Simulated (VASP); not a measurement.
A run of VASP 6.6.1:

The input INCAR:

```
SYSTEM = Br
ALGO     = Normal         ! electronic algorithm
EDIFF    = 1E-6           ! SCF threshold, eV
ENCUT    = 520            ! plane-wave cutoff, eV
GGA      = PE             ! functional
ISIF     = 2              ! what is computed and relaxed
ISMEAR   = -1             ! smearing method
LASPH    = .TRUE.         ! aspherical terms in the spheres
LCHARG   = .FALSE.        ! write CHGCAR
LREAL    = .FALSE.        ! projectors in reciprocal space
LWAVE    = .FALSE.        ! write WAVECAR
NBANDS   = 14             ! bands
NELM     = 100            ! most SCF steps
PREC     = Accurate       ! precision mode
SIGMA    = 0.05           ! smearing width, eV
```

Contents of KPOINTS:

```
k-points
0
G
  14 14 14
  0 0 0
```

File POSCAR:

```
Br
1.0
    0.0000000000      3.5007489382      3.5007489382
    3.5007489382      0.0000000000      3.5007489382
    3.5007489382      3.5007489382      0.0000000000
Br
2
Direct
    0.0000000000      0.0000000000      0.0000000000
    0.2500000000      0.2500000000      0.2500000000
```

Potentials or basis: VASP PAW PBE potentials, release 64 (Br).

Launch:

```console
$ cat potpaw_PBE.64/Br/POTCAR > POTCAR
$ mpirun -np 1 vasp_std > vasp.out
```

Hardware: 1 thread of Intel(R) Xeon(R) Platinum 8559C (Emerald Rapids), with other jobs on the host.

Question: Estimate the wall time of this run.

Answer: It took 60 s on 1 thread of Intel(R) Xeon(R) Platinum 8559C (Emerald Rapids), with other jobs on the host, peak memory 0.28 GiB. Counts: scf iterations 10, k points 104.
